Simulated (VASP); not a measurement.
A run of VASP 6.6.1 is set up as follows.

INCAR

```
SYSTEM = Ni3Ge
ALGO = Fast ; EDIFF = 1E-7
ENCUT = 520 ; GGA = PS
ISIF = 2 ; ISMEAR = 0
LASPH = .TRUE. ; LCHARG = .TRUE.
LELF = .TRUE. ; LREAL = .FALSE.
LVHAR = .TRUE. ; LWAVE = .FALSE.
NBANDS = 30 ; NELM = 100
PREC = Accurate ; SIGMA = 0.15
```

KPOINTS

```
k-points
0
G
  14 14 14
  0 0 0
```

Contents of POSCAR:

```
Ni3Ge
1.0
    3.4191668464      0.0000000000      0.0000000000
    0.0000000000      3.4191668464      0.0000000000
    0.0000000000      0.0000000000      3.4720405605
Ni Ge
3 1
Direct
    0.5000000000      0.0000000000      0.5000000000
    0.0000000000      0.5000000000      0.5000000000
    0.5000000000      0.5000000000      0.0000000000
    0.0000000000      0.0000000000      0.0000000000
```

Potentials or basis: VASP PAW PBE potentials, release 64 (Ni, Ge_d).

The run is started by

```console
$ cat potpaw_PBE.64/Ni/POTCAR potpaw_PBE.64/Ge_d/POTCAR > POTCAR
$ mpirun -np 1 vasp_std > vasp.out
```

(1) Estimate the band gap on the k mesh.

(2) What does it give for the pressure?

Results:

(1) zero (bands 22 and 23 overlap by 0.30 eV).

(2) 20.2 GPa.

Caveat: the cell differs from its parent crystal (strain -0.030 along x and y, -0.015 along z); the cell stands under pressure; the PAW data sets were made with another functional, which shifts forces and pressure a little.
